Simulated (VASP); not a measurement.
A run of VASP 6.6.1:

Contents of POSCAR:

```
Se
1.0
    4.4910080589      0.0000000000      0.0000000000
   -2.2455040295      3.8893270676      0.0000000000
    0.0000000000      0.0000000000      4.9981950018
Se
3
Direct
    0.2178203854      0.0000000000      0.1666666667
    0.0000000000      0.2178203854      0.8333333333
    0.7821796146      0.7821796146      0.5000000000
```

The input INCAR.step1:

```
SYSTEM = Se
PREC = Accurate ; ENCUT = 600
ISMEAR = 0 ; SIGMA = 0.02
LREAL = .FALSE. ; LASPH = .TRUE.
NELM = 100 ; GGA = PE
ALGO = Normal ; EDIFF = 1E-4
LWAVE = .TRUE. ; LCHARG = .FALSE.
```

Contents of INCAR.step2:

```
SYSTEM = Se
PREC = Accurate ; ENCUT = 600
EDIFF = 1E-6 ; ISMEAR = 0
SIGMA = 0.02 ; LREAL = .FALSE.
LASPH = .TRUE. ; NELM = 100
ALGO = Normal ; ISIF = 3
LWAVE = .FALSE. ; LCHARG = .FALSE.
METAGGA = R2SCAN ; LMIXTAU = .TRUE.
IBRION = 2 ; NSW = 100
EDIFFG = -0.01 ; ISTART = 1
```

KPOINTS

```
regular mesh
0
G
  9 9 6
  0 0 0
```

Potentials or basis: VASP PAW PBE potentials, release 64 (Se).

Run with:

```sh
$ cat potpaw_PBE.64/Se/POTCAR > POTCAR
$ cp INCAR.step1 INCAR
$ mpirun -np 1 vasp_std > vasp.out
$ cp INCAR.step2 INCAR
$ mpirun -np 1 vasp_std > vasp.out
```

Hardware: 1 thread of Intel(R) Xeon(R) Platinum 8375C CPU @ 2.90GHz (Ice Lake) (shared host).

**Question.** How long does it take, and how much memory?

**Answer.** Wall time 6.3 min on 1 thread of Intel(R) Xeon(R) Platinum 8375C CPU @ 2.90GHz (Ice Lake), with other jobs on the host, peak memory 0.28 GiB. Counts: k points 62, ion steps 3.
